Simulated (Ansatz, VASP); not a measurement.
**One calculation of Y, two programs**

```
CELL_PARAMETERS angstrom
0.00000 2.28620 2.28620
2.28620 0.00000 2.28620
2.28620 2.28620 0.00000
ATOMIC_POSITIONS crystal
Y 0.00000 0.00000 0.00000
```

Change from the starting cell: strain -0.080 along x and y, -0.080 along z, atoms carried along.

Alike in both runs: task single point; functional r2SCAN; k mesh 16 × 16 × 16; occupations gaussian, width 0.15 eV; no spin polarisation.

```csv
,VASP,Ansatz
version,VASP 6.6.1,Ansatz 0.2.0
potentials or method,"VASP PAW PBE potentials, release 64 (Y_sv), cutoff 520 eV","scalar-relativistic, plane waves, PAW"
valence electrons in the cell,11,11
```

```csv
,VASP,Ansatz,Ansatz less VASP
gap on the k mesh at the Fermi level (eV),none,none,-
pressure (GPa),20.4,20.4,-0.08
```

VASP's potentials were made for PBE, not for r2SCAN. A gap of «none» marks a metal or a gap that the smearing closes.
